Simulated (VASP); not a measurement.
**ZnSe: single point with PBE**

ZnSe:

```
Zn Se
1.0
     0.00000    2.83242    2.83242
     2.83242    0.00000    2.83242
     2.83242    2.83242    0.00000
Zn Se
1 1
Direct
  0.00000 0.00000 0.00000
  0.25000 0.25000 0.25000
```

| Item | Value |
| --- | --- |
| Program | VASP 6.6.1 |
| Task | single point |
| Functional | PBE |
| Potentials or basis | VASP PAW PBE potentials, release 64 (Zn, Se) |
| Cutoff | 520 eV |
| k mesh | 4 × 4 × 4 |
| Occupations | gaussian, width 0.01 eV |
| Spin | no spin polarisation |

The pressure is 2.8 GPa and the band gap on the k mesh is 1.28 eV, direct.

Levels at points of the mesh, in eV from the valence-band top:
```csv
k point,band 6,band 7,band 8,band 9,band 10,band 11,band 12,band 13
"(0.00, 0.00, 0.00)",-6.21,0.00,0.00,0.00,1.28,5.78,5.78,5.78
"(0.50, 0.00, 0.00)",-6.05,-5.25,-0.87,-0.87,2.53,6.36,6.36,8.58
"(0.50, 0.50, 0.00)",-6.03,-4.78,-2.20,-2.20,2.96,3.44,10.75,11.24
```

Run time: 9.1 s on 1 thread of AMD EPYC 7R43 64-Core Processor (Zen 3), with other jobs on the host, peak memory 0.13 GiB.

Caveat: the k points lie up to 0.48 Å⁻¹ apart.
